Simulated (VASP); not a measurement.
A run of VASP 6.6.1 is set up as follows.

INCAR

```
SYSTEM = Ge
PREC = Accurate ; ENCUT = 520
EDIFF = 1E-6 ; ISMEAR = 0
SIGMA = 0.1 ; LREAL = .FALSE.
LASPH = .TRUE. ; NELM = 100
ALGO = Normal ; ISIF = 2
LWAVE = .FALSE. ; LCHARG = .TRUE.
LELF = .TRUE. ; LVHAR = .TRUE.
NBANDS = 21
```

KPOINTS

```
Automatic mesh
0
G
  14 14 14
  0 0 0
```

Contents of POSCAR:

```
Ge
1.0
    0.0000000000      2.8109102548      2.8109102548
    2.8109102548      0.0000000000      2.8109102548
    2.8109102548      2.8109102548      0.0000000000
Ge
2
Direct
    0.0000000000      0.0000000000      0.0000000000
    0.2500000000      0.2500000000      0.2500000000
```

Potentials or basis: VASP PAW LDA potentials, release 64 (Ge_d).

Command:

```console
$ cat potpaw_LDA.64/Ge_d/POTCAR > POTCAR
$ mpirun -np 1 vasp_std > vasp.out
```

Question: Estimate the pressure.

Answer: 0.2 GPa.
